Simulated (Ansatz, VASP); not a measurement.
**One calculation of KI, two programs**

The input INCAR:

```
PREC = Accurate ; ENCUT = 520
EDIFF = 1E-6 ; ISMEAR = 0
SIGMA = 0.05 ; LREAL = F
LASPH = T ; NELM = 80
ALGO = Normal ; ISIF = 2
LWAVE = F ; LCHARG = F
GGA = PE ; NBANDS = 15
```

Contents of KPOINTS:

```
Automatic mesh
0
Gamma
  6 6 6
```

The input POSCAR:

```
KI
1.0
    0.0000000000      3.4915442646      3.5873258652
    3.4915442646      0.0000000000      3.5873258652
    3.4915442646      3.4915442646      0.0000000000
K I
1 1
Direct
   -0.0889241769     -0.0889241769      0.0889241769
    0.5273968612      0.5273968612      0.4726031388
```

Input for Ansatz:

```yaml
crystal:
  lattice:
    - [0.0, 3.4915442646, 3.5873258652]
    - [3.4915442646, 0.0, 3.5873258652]
    - [3.4915442646, 3.4915442646, 0.0]
  atoms:
    - { symbol: K, position: [-0.0889241769, -0.0889241769, 0.0889241769] }
    - { symbol: I, position: [0.5273968612, 0.5273968612, 0.4726031388] }
basis:
  ecutwfc: 420
kpoints:
  mp_grid: { grid: [6, 6, 6] }
hamiltonian:
  xc: pbe
scf:
  occupations: { method: gaussian, width: 0.05 }
output:
  forces: true
  stress: true
  eigenvalues: true
  write_density: true
  write_potential: true
  elf: true
  volumetric_format: npy
```

Change from the starting cell: mode 6 frozen in at -0.638 Å, equal normal strain along x and y -0.0267.

Alike in both runs: task single point; functional PBE; k mesh 6 × 6 × 6; occupations gaussian, width 0.05 eV; no spin polarisation.

|  | VASP | Ansatz |
| --- | --- | --- |
| version | VASP 6.6.1 | Ansatz 0.2.0 |
| potentials or method | VASP PAW PBE potentials, release 64 (K_sv, I), cutoff 520 eV | scalar-relativistic, plane waves, PAW |
| valence electrons in the cell | 16 | 26 |

|  | VASP | Ansatz | Ansatz less VASP |
| --- | --- | --- | --- |
| gap on the k mesh at the Fermi level (eV) | 4.03 | 4.03 | +0.008 |
| least direct gap on the mesh (eV) | 4.03 | 4.03 | +0.008 |
| pressure (GPa) | 4.4 | 4.3 | -0.07 |
| traceless stress, the component that is largest in VASP (GPa) | 8.15 | 8.07 | -0.083 |
| rms of the force components (eV/Å) | 1.481 | 1.466 | -0.0152 |

Atom by atom the forces differ by 0.015 eV/Å (rms over components). VASP's potentials hold 16 valence electrons a cell and Ansatz's 26, so a difference there can come from the potentials and not from the codes.

Spin-orbit coupling is off throughout.
